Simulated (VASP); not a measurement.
Set up this calculation in VASP 6.6.1, as the native input.

- Task: single point
- Functional: PBE
- Dispersion: D3(BJ)
- Potentials or basis: VASP PAW PBE potentials, release 64 (Zr_sv, Ag, Pd, Cl)
- Cutoff: 400 eV
- k mesh: 6 × 6 × 1
- Occupations: gaussian, width 0.1 eV
- Spin: collinear spin
- Starting moments: [0.0, 1.0, 1.0, 0.0, 0.0] μB
- Dipole correction: yes
- Further INCAR settings: ALGO = Normal; EDIFF = 1e-06; NBANDS = 36; NELMDL = -8

The structure of ZrAgPdCl2 lies in POSCAR:

```
ZrAgPdCl2
1.0
    3.1466424664     -0.0000000108      0.0000000000
   -1.5733212239      2.7250723179      0.0000000000
    0.0000000000      0.0000000000     39.7261300000
Zr Ag Pd Cl
1 1 1 2
Direct
    0.6666666667      0.3333333333      0.3356556800
    0.0000000000      0.0000000000      0.1764597298
    0.6666666667      0.3333333333      0.2282964447
    0.0000000000      0.0000000000      0.2887365130
    0.3333333333      0.6666666667      0.3822617266
```

The input as run:

INCAR

```
PREC = Accurate
ENCUT = 400
EDIFF = 1E-6
ISMEAR = 0
SIGMA = 0.1
LREAL = False
LASPH = True
NELM = 200
ALGO = Normal
ISIF = 2
LWAVE = False
LCHARG = False
ISPIN = 2
MAGMOM = 0 1 1 0 0
LORBIT = 11
LMAXMIX = 4
LDIPOL = True
IDIPOL = 3
DIPOL = 0.5 0.5 0.282
GGA = PE
IVDW = 12
NBANDS = 36
GGA_COMPAT = False
NELMDL = -8
```

KPOINTS

```
Automatic mesh
0
Gamma
  6 6 1
```

Potentials or basis: VASP PAW PBE potentials, release 64 (Zr_sv, Ag, Pd, Cl).

Launch:

```sh
$ cat potpaw_PBE.64/Zr_sv/POTCAR potpaw_PBE.64/Ag/POTCAR potpaw_PBE.64/Pd/POTCAR potpaw_PBE.64/Cl/POTCAR > POTCAR
$ mpirun -np 1 vasp_std > vasp.out
```

It gave:

```yaml
Largest_force: 0.014 eV/Å
Net_moment: 0.00 μB per cell
Valence_electrons_inside_the_program's_atomic_spheres: Zr 9.91; Ag 9.78; Pd 9.17; Cl 5.12, 5.15
Dispersion_energy_per_atom: -0.351 eV
```

Caveat: the k points lie up to 0.38 Å⁻¹ apart.

Wall time 6.8 min on 1 thread of Intel(R) Xeon(R) Platinum 8488C (Sapphire Rapids) (shared host), peak memory 0.59 GiB.
